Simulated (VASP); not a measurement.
Here is a VASP 6.6.1 calculation.

The input INCAR:

```
PREC = Accurate ; ENCUT = 500
EDIFF = 1E-6 ; ISMEAR = -1
SIGMA = 0.05 ; LREAL = False
LASPH = True ; NELM = 120
ALGO = Normal ; ISIF = 2
LWAVE = False ; LCHARG = True
GGA = PE ; LELF = True
LVHAR = True ; NBANDS = 14
GGA_COMPAT = False
```

The input KPOINTS:

```
regular mesh
0
Gamma
  13 13 13
```

Contents of POSCAR:

```
Rh
1.0
    0.0000000000      1.8458277038      1.8458277038
    1.8458277038      0.0000000000      1.8458277038
    1.8458277038      1.8458277038      0.0000000000
Rh
1
Direct
    0.0000000000      0.0000000000      0.0000000000
```

Potentials or basis: VASP PAW PBE potentials, release 64 (Rh_pv).

The run is started by

```bash
$ cat potpaw_PBE.64/Rh_pv/POTCAR > POTCAR
$ mpirun -np 1 vasp_std > vasp.out
```

(1) Predict the pressure.

Answers

(1) 38.1 GPa.
